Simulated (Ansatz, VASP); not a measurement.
## One calculation of SrTiO3, two programs

Contents of INCAR:

```
PREC = Accurate
ENCUT = 520
EDIFF = 1E-6
ISMEAR = 0
SIGMA = 0.05
LREAL = False
LASPH = True
NELM = 60
ALGO = Normal
ISIF = 2
LWAVE = False
LCHARG = False
GGA = PS
NBANDS = 28
```

The input KPOINTS:

```
regular mesh
0
Gamma
  8 8 8
```

Contents of POSCAR:

```
SrTiO3
1.0
    3.9023414737     -0.2053863934     -0.2053863934
   -0.2053863934      3.9023414737     -0.2053863934
   -0.2053863934     -0.2053863934      3.9023414737
Sr Ti O
1 1 3
Direct
    0.0000000000      0.0000000000      0.0000000000
    0.5000000000      0.5000000000      0.5000000000
    0.0000000000      0.5000000000      0.5000000000
    0.5000000000      0.0000000000      0.5000000000
    0.5000000000      0.5000000000      0.0000000000
```

Input for Ansatz:

```yaml
crystal:
  lattice:
    - [3.9023414737, -0.2053863934, -0.2053863934]
    - [-0.2053863934, 3.9023414737, -0.2053863934]
    - [-0.2053863934, -0.2053863934, 3.9023414737]
  atoms:
    - { symbol: Sr, position: [0.0, 0.0, 0.0] }
    - { symbol: Ti, position: [0.5, 0.5, 0.5] }
    - { symbol: O, position: [0.0, 0.5, 0.5] }
    - { symbol: O, position: [0.5, 0.0, 0.5] }
    - { symbol: O, position: [0.5, 0.5, 0.0] }
basis:
  ecutwfc: 420
kpoints:
  mp_grid: { grid: [8, 8, 8] }
hamiltonian:
  xc: pbesol
scf:
  occupations: { method: gaussian, width: 0.05 }
output:
  forces: true
  stress: true
  eigenvalues: true
```

Alike in both runs: task single point; functional PBEsol; k mesh 8 × 8 × 8; occupations gaussian, width 0.05 eV; no spin polarisation.

|  | VASP | Ansatz |
| --- | --- | --- |
| version | VASP 6.6.1 | Ansatz 0.2.0 |
| potentials or method | VASP PAW PBE potentials, release 64 (Sr_sv, Ti_sv, O), cutoff 520 eV | scalar-relativistic, plane waves, PAW |
| valence electrons in the cell | 40 | 40 |

```csv
,VASP,Ansatz,Ansatz less VASP
gap on the k mesh at the Fermi level (eV),1.00,1.03,+0.030
least direct gap on the mesh (eV),1.13,1.15,+0.027
pressure (GPa),1.9,1.2,-0.72
"traceless stress, the component that is largest in VASP (GPa)",12.78,12.75,-0.037
```

VASP's potentials were made for PBE, not for PBEsol. The functional is the same, so the differences come from potentials, cutoffs and numerics.
